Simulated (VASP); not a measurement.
# SnSe2 (P-3m1) in VASP: a series of runs

SnSe2 is run at these levels: PBE, RPBE, LDA; tasks: single point.

All numbers are computed with VASP 6.6.1; they aren't measurements. Logs are shortened: lines on timing, memory, paths and dates and some standing lists are left out, and cuts for length are marked.

## (1) The cell of the first run

It takes space group P-3m1 (No. 164, trigonal). Conventional cell: a = 3.809 Å, b = 3.809 Å, c = 6.144 Å, α = 90.00°, β = 90.00°, γ = 120.00°. Within 3.5 Å of Sn (site symmetry -3m) lie 6 Se at 2.69 Å. Se (site symmetry 3m) has 3 Sn at 2.69 Å within 3.5 Å.

## (2) Single point, PBE

INCAR reads:

```
ALGO = Normal ; EDIFF = 1E-6
ENCUT = 500 ; GGA = PE
GGA_COMPAT = F ; ISIF = 2
ISMEAR = 0 ; LASPH = T
LCHARG = F ; LREAL = F
LWAVE = F ; NBANDS = 20
NELM = 120 ; PREC = Accurate
SIGMA = 0.05
```

KPOINTS reads:

```
k-points
0
Gamma
  8 8 4
```

POSCAR reads:

```
SnSe2
1.0
    3.8087387107      0.0000000000      0.0000000000
   -1.9043693553      3.2984644798      0.0000000000
    0.0000000000      0.0000000000      6.1442860333
Sn Se
1 2
Direct
    0.0000000000      0.0000000000      0.0000000000
    0.3333333333      0.6666666667      0.2520000000
    0.6666666667      0.3333333333      0.7480000000
```

Potentials or basis: VASP PAW PBE potentials, release 64 (Sn_d, Se).

Command:

```bash
> cat potpaw_PBE.64/Sn_d/POTCAR potpaw_PBE.64/Se/POTCAR > POTCAR
> mpirun -np 1 vasp_std > vasp.out
```

OUTCAR:

```text
EDIFF = 1E-6
   ENCUT = 500
   GGA = PE
   ISIF = 2
   ISMEAR = 0
   LASPH = T
   LREAL = F
   NELM = 120
   PREC = Accurate

 ion  position               nearest neighbor table
   1  0.000  0.000  0.000-   2 2.69   3 2.69   2 2.69   3 2.69   3 2.69   2 2.69
   2  0.333  0.667  0.252-   1 2.69   1 2.69   1 2.69
   3  0.667  0.333  0.748-   1 2.69   1 2.69   1 2.69

  LATTYP: Found a hexagonal cell.
 ALAT       =     3.8087387107
 C/A-ratio  =     1.6132075472

  Lattice vectors:

 A1 = (   3.8087387107,   0.0000000000,   0.0000000000)
 A2 = (  -1.9043693553,   3.2984644798,   0.0000000000)
 A3 = (   0.0000000000,   0.0000000000,   6.1442860333)

Analysis of symmetry for initial positions (statically):
=====================================================================
 Subroutine PRICEL returns:
 Original cell was already a primitive cell.

 Routine SETGRP: Setting up the symmetry group for a
 hexagonal supercell.

 Subroutine GETGRP returns: Found 12 space group operations
 (whereof 12 operations were pure point group operations)
 out of a pool of 24 trial point group operations.

The static configuration has the point symmetry D_3d.

Analysis of symmetry for dynamics (positions and initial velocities):
=====================================================================
 Subroutine PRICEL returns:
 Original cell was already a primitive cell.

 Routine SETGRP: Setting up the symmetry group for a
 hexagonal supercell.

 Subroutine GETGRP returns: Found 12 space group operations
 (whereof 12 operations were pure point group operations)
 out of a pool of 24 trial point group operations.

The dynamic configuration has the point symmetry D_3d.

 Subroutine INISYM returns: Found 12 space group operations
 (whereof 12 operations are pure point group operations),
 and found     1 'primitive' translations

----------------------------------------------------------------------------------------

                                     Primitive cell

  volume of cell :      77.1906

  direct lattice vectors                    reciprocal lattice vectors
     3.808738711  0.000000000  0.000000000     0.262554109  0.151585686  0.000000000
    -1.904369355  3.298464480  0.000000000     0.000000000  0.303171371  0.000000000
     0.000000000  0.000000000  6.144286033     0.000000000  0.000000000  0.162752840

  length of vectors
     3.808738711  3.808738711  6.144286033     0.303171371  0.303171371  0.162752840

  position of ions in fractional coordinates (direct lattice)
     0.000000000  0.000000000  0.000000000
     0.333333333  0.666666667  0.252000000
     0.666666667  0.333333333  0.748000000

  ion indices of the primitive-cell ions
   primitive index   ion index
                 1           1
                 2           2
                 3           3

----------------------------------------------------------------------------------------

 KPOINTS: k-points

Automatic generation of k-mesh.
 Grid dimensions read from file:
 generate k-points for:    8    8    4

 Generating k-lattice:

  Cartesian coordinates                     Fractional coordinates (reciprocal lattice)
     0.032819264  0.018948211  0.000000000     0.125000000 -0.000000000  0.000000000
     0.000000000  0.037896421  0.000000000     0.000000000  0.125000000  0.000000000
     0.000000000  0.000000000  0.040688210     0.000000000  0.000000000  0.250000000

  Length of vectors
     0.037896421  0.037896421  0.040688210

  Shift w.r.t. Gamma in fractional coordinates (k-lattice)
     0.000000000  0.000000000  0.000000000

 Subroutine IBZKPT returns following result:
 ===========================================

 Found     35 irreducible k-points:

 Following reciprocal coordinates:
            Coordinates               Weight
  0.000000  0.000000  0.000000      1.000000
  0.125000  0.000000  0.000000      6.000000
  0.250000  0.000000  0.000000      6.000000
  0.375000  0.000000  0.000000      6.000000
  0.500000  0.000000  0.000000      3.000000
  0.125000  0.125000  0.000000      6.000000
[... 16 lines left out ...]
 -0.125000  0.500000  0.250000     12.000000
  0.250000  0.250000  0.250000     12.000000
 [... further k-points ...]
   k-points           NKPTS =     35   k-points in BZ     NKDIM =     35   number of bands    NBANDS=     20
   number of dos      NEDOS =    301   number of ions     NIONS =      3
   total plane-waves  NPLWV =  37632
   dimension x,y,z NGX =    28 NGY =   28 NGZ =   48
   dimension x,y,z NGXF=    56 NGYF=   56 NGZF=   96
   ions per type =               1   2
   NGX,Y,Z   is equivalent  to a cutoff of  12.22, 12.22, 12.99 a.u.
   NGXF,Y,Z  is equivalent  to a cutoff of  24.44, 24.44, 25.97 a.u.
 SYSTEM =  unknown system
   PREC   = accura    normal or accurate (medium, high low for compatibility)
   ISTART =      0    job   : 0-new  1-cont  2-samecut
   ICHARG =      2    charge: 1-file 2-atom 10-const
   ISPIN  =      1    spin polarized calculation?
   LNONCOLLINEAR =      F non collinear calculations
   LSORBIT =      F    spin-orbit coupling
   LASPH  =      T    aspherical Exc in radial PAW
   ENCUT  =  500.0 eV  36.75 Ry    6.06 a.u.   6.94  6.94 11.20*2*pi/ulx,y,z
   NELM   =    120;   NELMIN=  2; NELMDL= -5     # of ELM steps
   EDIFF  = 0.1E-05   stopping-criterion for ELM
   LREAL  =      F    real-space projection
   EDIFFG = 0.1E-04   stopping-criterion for IOM
   NSW    =      0    number of steps for IOM
   IBRION =     -1    ionic relax: 0-MD 1-quasi-New 2-CG
   NFREE  =      0    steps in history (QN), initial steepest desc. (CG)
   ISIF   =      2    stress and relaxation
   ISYM   =      2    0-nonsym 1-usesym 2-fastsym
   POTIM  = 0.5000    time-step for ionic-motion
   TEBEG  =    0.0;   TEEND  =   0.0 temperature during run
   PSTRESS=    0.0 pullay stress
   NELECT =      26.0000    total number of electrons
   NUPDOWN=      -1.0000    fix difference up-down
   EMIN   =  10.00;   EMAX   =-10.00  energy-range for DOS
   EFERMI =   0.00;   METHOD = LEGACY
   ISMEAR =     0;   SIGMA  =   0.05  broadening in eV -4-tet -1-fermi 0-gaus
   EFERMI_NEDOS =   21; number of points for ismear=-14 and -15
   IALGO  =     38    algorithm
   IMIX   =      4    mixing-type and parameters
     AMIX     =   0.40;   BMIX     =  1.00
     AMIX_MAG =   1.60;   BMIX_MAG =  1.00
  volume/ion in A,a.u.               =      25.73       173.64
  Fermi-wavevector in a.u.,A,eV,Ry     =   1.139054  2.152501 17.652811  1.297445
  Thomas-Fermi vector in A             =   2.275758
   LORBIT       =      0    0 simple, 1 ext, 2 COOP (PROOUT), +10 PAW based schemes
   GGA     = PE    functional components
   LHFCALC =     F    Hartree Fock is set to
   AEXX    =    0.0000 exact exchange contribution
   IVDW    =     0    specifies the selected vdW correction
   LEPSILON=     F    determine dielectric tensor
   LRPA    =     F    only Hartree local field effects (RPA)
 non-spin polarized calculation
 Gauss-broadening in eV      SIGMA  =   0.05
  energy-cutoff  :      500.00
  volume of cell :       77.19
 maximum number of plane-waves:      1975
   NGX = 13   NGY = 13   NGZ = 23

 number of electron      26.0000005 magnetization

 Free energy of the ion-electron system (eV)
  ---------------------------------------------------
  ext. energy  EPLUGINS =         0.00000000
  ---------------------------------------------------
  free energy    TOTEN  =       -11.77319407 eV

  energy without entropy =      -11.77319407  energy(sigma->0) =      -11.77319407

 E-fermi :   4.4768     XC(G=0):  -9.4696

 val. band max:        4.1614113321   @ k =   0.1250   0.1250   0.0000
 cond. band min:       4.9630289250   @ k =   0.5000   0.0000   0.2500
 fundamental gap:      0.8016175929
 Fermi energy:         4.4768011785

 k-point     1 :       0.0000    0.0000    0.0000
  band No.  band energies     occupation
      1     -17.0851      2.00000
      2     -17.0851      2.00000
      3     -17.0463      2.00000
      4     -17.0325      2.00000
      5     -17.0325      2.00000
      6      -9.7733      2.00000
[... 12 lines left out ...]
     19      13.1491      0.00000
     20      13.1491      0.00000

 k-point     2 :       0.1250    0.0000    0.0000
  band No.  band energies     occupation
      1     -17.0926      2.00000
      2     -17.0797      2.00000
      3     -17.0422      2.00000
      4     -17.0358      2.00000
      5     -17.0315      2.00000
      6      -9.6178      2.00000
[... 12 lines left out ...]
     19      12.5848      0.00000
     20      13.3120      0.00000

 k-point     3 :       0.2500    0.0000    0.0000
  band No.  band energies     occupation
      1     -17.1127      2.00000
      2     -17.0698      2.00000
      3     -17.0458      2.00000
      4     -17.0277      2.00000
      5     -17.0257      2.00000
      6      -9.1755      2.00000
[... 12 lines left out ...]
     19      12.4095      0.00000
     20      13.8211      0.00000

 k-point     4 :       0.3750    0.0000    0.0000
  band No.  band energies     occupation
      1     -17.1343      2.00000
      2     -17.0651      2.00000
      3     -17.0530      2.00000
      4     -17.0149      2.00000
      5     -17.0146      2.00000
      6      -8.5527      2.00000
[... 12 lines left out ...]
     19      13.5789      0.00000
     20      14.2710      0.00000

 k-point     5 :       0.5000    0.0000    0.0000
  band No.  band energies     occupation
      1     -17.1434      2.00000
      2     -17.0644      2.00000
      3     -17.0558      2.00000
      4     -17.0095      2.00000
      5     -17.0087      2.00000
      6      -8.1301      2.00000
[... 12 lines left out ...]
     19      14.1954      0.00000
     20      14.8672      0.00000
[... 353 lines left out ...]
      6      -8.7052      2.00000
[... 12 lines left out ...]
     19      11.7597      0.00000
     20      13.6180      0.00000

 k-point    22 :       0.3750    0.1250    0.2500
  band No.  band energies     occupation
      1     -17.1342      2.00000
      2     -17.0720      2.00000
      3     -17.0505      2.00000
      4     -17.0163      2.00000
      5     -17.0092      2.00000
      6      -8.1315      2.00000
[... 12 lines left out ...]
     19      13.7392      0.00000
     20      14.7743      0.00000

 k-point    23 :      -0.1250    0.5000    0.2500
  band No.  band energies     occupation
      1     -17.1342      2.00000
      2     -17.0720      2.00000
      3     -17.0506      2.00000
      4     -17.0163      2.00000
      5     -17.0092      2.00000
      6      -8.1338      2.00000
[... 12 lines left out ...]
     19      13.2471      0.00000
     20      14.3549      0.00000

 k-point    24 :       0.2500    0.2500    0.2500
  band No.  band energies     occupation
      1     -17.1211      2.00000
      2     -17.0833      2.00000
      3     -17.0413      2.00000
      4     -17.0277      2.00000
      5     -17.0093      2.00000
      6      -8.1734      2.00000
[... 12 lines left out ...]
     19      11.6978      0.00000
     20      13.9078      0.00000

 [... further k-points ...]
[... 5 lines left out ...]
  --------------------------------------------------------------------------------------
  -------------------------------------------------------------------------------------
  Total        2.2102248      2.2102248      2.6256671      0.0000000      0.0000000     -0.0000000
  in kB       45.8756902     45.8756902     54.4986613      0.0000000      0.0000000     -0.0000000
  external PRESSURE =      48.7500139 kB  Pullay stress =       0.0000000 kB

 VOLUME and BASIS-vectors are now :
 -----------------------------------------------------------------------------
  energy-cutoff  :      500.00
  volume of cell :       77.19
      direct lattice vectors                 reciprocal lattice vectors
     3.808738711  0.000000000  0.000000000     0.262554109  0.151585686  0.000000000
    -1.904369355  3.298464480  0.000000000     0.000000000  0.303171371  0.000000000
     0.000000000  0.000000000  6.144286033     0.000000000  0.000000000  0.162752840

 POSITION                                       TOTAL-FORCE (eV/Angst)
 -----------------------------------------------------------------------------------
      0.00000      0.00000      0.00000         0.000000      0.000000      0.000000
     -0.00000      2.19898      1.54836         0.000000     -0.000000      0.594771
      1.90437      1.09949      4.59593        -0.000000      0.000000     -0.594771
 -----------------------------------------------------------------------------------
    total drift:                                0.000000     -0.000000      0.000000

  FREE ENERGIE OF THE ION-ELECTRON SYSTEM (eV)
  ---------------------------------------------------
  free  energy   TOTEN  =       -11.7731940700 eV

  energy  without entropy=      -11.7731940700  energy(sigma->0) =      -11.77319407
```

Run time: 26 s. Hardware: 1 thread of Intel Xeon 6975P-C (Granite Rapids), shared host; peak memory 0.21 GiB.

Results:

```
Free energy            : -11.7732 eV
Pressure               : 4.9 GPa
Largest force          : 0.595 eV/Å
Band gap on the k mesh : 0.80 eV, indirect (least direct gap 1.11 eV)
```

Forces on the atoms (eV/Å):
```
Sn   0.000  0.000  0.000
Se   0.000  0.000  0.595
Se   0.000  0.000 -0.595
```

Stress tensor (GPa, compression positive):
```
4.59 0.00 0.00
0.00 4.59 0.00
0.00 0.00 5.45
```

Levels at points of the mesh, in eV from the valence-band top:
```tsv
k point	band 10	band 11	band 12	band 13	band 14	band 15	band 16	band 17
(0.00, 0.00, 0.00)	-0.63	-0.34	-0.34	-0.03	1.09	3.02	4.67	4.67
(0.50, 0.00, 0.00)	-2.93	-2.60	-1.25	-0.28	1.18	3.79	5.40	5.42
(0.00, 0.00, 0.50)	-0.73	-0.73	-0.18	-0.18	2.50	2.97	4.39	4.39
(0.50, 0.00, 0.50)	-2.42	-1.99	-0.84	-0.69	0.83	4.23	4.79	5.82
```

Caveat: spin-orbit coupling is left out, which moves the levels of the heavy elements; this functional lacks dispersion, which binds the layers, so the pressure and a relaxed spacing across them are unreliable. A k mesh can miss the band edges.

(Part 1 of 3 ends here.)
